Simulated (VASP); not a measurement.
Set up this calculation in VASP 6.6.1, as the native input.

* Task: single point
* Functional: PBE
* Potentials or basis: VASP PAW PBE potentials, release 64 (Bi_d, Te, O)
* Cutoff: 520 eV
* k mesh: 3 × 3 × 3
* Occupations: gaussian, width 0.15 eV
* Spin: no spin polarisation
* Dipole correction: no
* Further INCAR settings: ALGO = Normal; EDIFF = 1e-06; NBANDS = 32

The structure of Bi2Te2O lies in POSCAR:

```
Bi2Te2O
1.0
    2.1064527256      1.2161610482      9.0258146457
   -2.1064527256      1.2161610482      9.0258146457
    0.0000000000     -2.4323220964      9.0258146457
Bi Te O
2 2 1
Direct
    0.6174946544      0.6174946544      0.6174946544
    0.3825053456      0.3825053456      0.3825053456
    0.7825540102      0.7825540102      0.7825540102
    0.2174459898      0.2174459898      0.2174459898
    0.0000000000      0.0000000000      0.0000000000
```

The input as run:

INCAR

```
SYSTEM = Bi2Te2O
ALGO = Normal
EDIFF = 1E-6
ENCUT = 520
GGA = PE
ISIF = 2
ISMEAR = 0
LASPH = .True.
LCHARG = .False.
LREAL = .False.
LWAVE = .False.
NBANDS = 32
NELM = 60
PREC = Accurate
SIGMA = 0.15
```

KPOINTS

```
k-points
0
Gamma
  3 3 3
  0 0 0
```

Potentials or basis: VASP PAW PBE potentials, release 64 (Bi_d, Te, O).

Run with:

```console
$ cat potpaw_PBE.64/Bi_d/POTCAR potpaw_PBE.64/Te/POTCAR potpaw_PBE.64/O/POTCAR > POTCAR
$ mpirun -np 1 vasp_std > vasp.out
```

Results of the run:

| Quantity | Value |
| --- | --- |
| Pressure | 0.0 GPa |
| Largest force | 0.061 eV/Å |
| Band gap on the k mesh | 0.14 eV |

Caveat: the k points lie up to 0.58 Å⁻¹ apart; spin-orbit coupling is left out, which moves the levels of the heavy elements.

Run time: 91 s on 1 thread of Intel(R) Xeon(R) 6975P-C (Granite Rapids), with other jobs on the host, peak memory 0.65 GiB.
